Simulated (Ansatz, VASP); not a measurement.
**InSe: VASP beside Ansatz**

```
In Se
1.0
     5.84828   -2.04813    0.00000
     5.84828    2.04813    0.00000
    -1.59407    0.00000    4.30920
In Se
2 2
Cartesian
  10.3318 0.0000 0.0215
  -0.2293 0.0000 4.2876
  6.6963 0.0000 2.7665
  3.4062 0.0000 1.5427
```

Change from the starting cell: volume scaled by 0.99, crystal datasets.

Alike in both runs: task electric field gradients; functional PBE; k mesh 7 × 7 × 6; occupations fermi-dirac, width 0.02 eV; no spin polarisation.

|  | VASP | Ansatz |
| --- | --- | --- |
| version | VASP 6.6.1 | Ansatz 0.2.0 |
| potentials or method | VASP PAW PBE potentials, release 64 (In_d, Se), cutoff 520 eV | all-electron PAW with datasets made for the crystal, scalar-relativistic |

```csv
,VASP,Ansatz,Ansatz less VASP
gap on the k mesh at the Fermi level (eV),0.97,0.97,+0.005
pressure (GPa),3.6,3.6,-0.04
"traceless stress, the component that is largest in VASP (GPa)",2.60,2.60,-0.002
rms of the force components (eV/Å),0.403,0.402,-0.0012
size of Vzz on the site where it differs most (V/Å²),72.9,76.5,+3.63
```

Atom by atom the forces differ by 0.007 eV/Å (rms over components). Ansatz ran all-electron here, and VASP with PAW potentials.
